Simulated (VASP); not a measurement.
Write the native input for VASP 6.6.1 that does the following.

| Property | Result |
| --- | --- |
| Task | single point |
| Functional | PBE |
| Potentials or basis | VASP PAW PBE potentials, release 64 (P) |
| Cutoff | 520 eV |
| k mesh | 18 × 18 × 18 |
| Occupations | fermi-dirac, width 0.1 eV |
| Spin | no spin polarisation |
| Dipole correction | no |
| Further INCAR settings | ALGO = Normal; EDIFF = 1e-07; NBANDS = 12 |

The structure of P lies in POSCAR:

```
P
1.0
   -2.1367224148      2.1367224148      1.1210232226
    2.1367224148     -2.1367224148      1.1210232226
    2.1367224148      2.1367224148     -1.1210232226
P
2
Direct
   -0.3750000000     -0.1250000000     -0.2500000000
    0.3750000000      0.1250000000      0.2500000000
```

The input as run:

INCAR

```
SYSTEM = P
  PREC = Accurate
  ENCUT = 520
  EDIFF = 1E-7
  ISMEAR = -1
  SIGMA = 0.1
  LREAL = .False.
  LASPH = .True.
  NELM = 100
  ALGO = Normal
  ISIF = 2
  LWAVE = .False.
  LCHARG = .False.
  GGA = PE
  NBANDS = 12
```

KPOINTS

```
regular mesh
0
Gamma
  18 18 18
  0 0 0
```

Potentials or basis: VASP PAW PBE potentials, release 64 (P).

Launch:

```console
$ cat potpaw_PBE.64/P/POTCAR > POTCAR
$ mpirun -np 1 vasp_std > vasp.out
```

Results of the run:

- Pressure: 68.3 GPa
- Band gap on the k mesh: zero (bands 5 and 6 overlap by 7.29 eV)

Caveat: the cell stands under pressure.

Run time: 110 s on 1 thread of Intel Xeon 8259CL, on a shared host, peak memory 0.2 GiB.
